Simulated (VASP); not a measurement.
## Ni: single point with BLYP

Crystal: Ni.

```
CELL_PARAMETERS angstrom
2.42960 0.00000 0.00000
0.00000 2.42960 0.00000
0.00000 0.00000 2.42960
ATOMIC_POSITIONS crystal
Ni 0.00000 0.00000 0.00000
```

This cell differs from its parent crystal: volume scaled by 1.08.

```json
{"Program": "VASP 6.6.1", "Task": "single point", "Functional": "BLYP", "Potentials or basis": "VASP PAW PBE potentials, release 64 (Ni)", "Cutoff": "520 eV", "k mesh": "15 × 15 × 15", "Occupations": "fermi-dirac, width 0.05 eV", "Spin": "collinear spin, ferromagnetic start", "Starting moments": "[0.539] μB"}
```

The pressure is -7.1 GPa and the net moment is 0.63 μB per cell. The site moments are Ni +0.64 μB and the valence electrons inside the program's atomic spheres are Ni 9.13.

Levels at points of the mesh, in eV from the Fermi level:
Spin up:
```tsv
k point	band 3	band 4	band 5	band 6	band 7	band 8
(0.00, 0.00, 0.00)	-3.13	-0.47	-0.47	-0.47	17.90	17.90
```
Spin down:
| k point | band 3 | band 4 | band 5 | band 6 | band 7 | band 8 |
| --- | --- | --- | --- | --- | --- | --- |
| (0.00, 0.00, 0.00) | -2.59 | 0.24 | 0.24 | 0.24 | 17.98 | 17.98 |

Run time: 19 s on 1 thread of Intel(R) Xeon(R) 6975P-C (Granite Rapids), on a shared host, peak memory 0.14 GiB.

Caveat: the PAW data sets were made with another functional, which shifts forces and pressure a little.
